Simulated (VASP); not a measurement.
A run of VASP 6.6.1 is set up as follows.

INCAR

```
ALGO = Normal ; EDIFF = 1E-6
ENCUT = 520 ; GGA = PE
ISIF = 2 ; ISMEAR = 0
LASPH = True ; LCHARG = False
LREAL = False ; LWAVE = False
NBANDS = 9 ; NELM = 100
PREC = Accurate ; SIGMA = 0.15
```

The input KPOINTS:

```
k-points
0
Gamma
  15 15 15
```

Contents of POSCAR:

```
Te
1.0
    2.2949240809      1.3249750359      1.8405197806
   -2.2949240809      1.3249750359      1.8405197806
    0.0000000000     -2.6499500717      1.8405197806
Te
1
Direct
    0.5000000000      0.5000000000      0.5000000000
```

Potentials or basis: VASP PAW PBE potentials, release 64 (Te).

Launch:

```sh
$ cat potpaw_PBE.64/Te/POTCAR > POTCAR
$ mpirun -np 1 vasp_std > vasp.out
```

**Question.** Estimate the band gap on the k mesh.

**Answer.** Zero (bands 3 and 4 overlap by 5.15 eV).

**Question.** Estimate the pressure.

**Answer.** -1.3 GPa.

Stress tensor (GPa, compression positive):
```
-1.31  0.00  0.00
 0.00 -1.31  0.00
 0.00  0.00 -1.18
```

Caveat: spin-orbit coupling is left out, which moves the levels of the heavy elements.
